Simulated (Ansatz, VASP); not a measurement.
# AgCl: VASP beside Ansatz

```xyz
2
Lattice="0.0000 2.7129 2.6773 2.7129 0.0000 2.6773 2.7129 2.7129 0.0000" Properties=species:S:1:pos:R:3 pbc="T T T"
Ag    2.7129    2.7632    2.6773
Cl    0.0000   -0.1530    0.0000
```

Change from the starting cell: mode 5 frozen in at -0.151 Å, equal normal strain along x and y +0.0133.

Alike in both runs: task single point; functional LDA; k mesh 10 × 10 × 10; occupations gaussian, width 0.05 eV; no spin polarisation.

```csv
,VASP,Ansatz
version,VASP 6.6.1,Ansatz 0.2.0
potentials or method,"VASP PAW LDA potentials, release 64 (Ag, Cl), cutoff 520 eV","scalar-relativistic, plane waves, PAW"
valence electrons in the cell,18,26
```

Ansatz gave:

```
gap on the k mesh at the Fermi level (eV)                     : 0.65
least direct gap on the mesh (eV)                             : 2.49
pressure (GPa)                                                : -0.8
traceless stress, the component that is largest in VASP (GPa) : 1.65
rms of the force components (eV/Å)                            : 0.195
```

Q: Estimate VASP's values.

A: gap on the k mesh at the Fermi level (eV): 0.68; least direct gap on the mesh (eV): 2.52; pressure (GPa): -0.8; traceless stress, the component that is largest in VASP (GPa): 1.66; rms of the force components (eV/Å): 0.197.

LDA's correlation is that of Perdew and Zunger in VASP and of Perdew and Wang (1992) in Ansatz. Atom by atom the forces differ by 0.003 eV/Å (rms over components). VASP's potentials hold 18 valence electrons a cell and Ansatz's 26, so a difference there can come from the potentials and not from the codes.
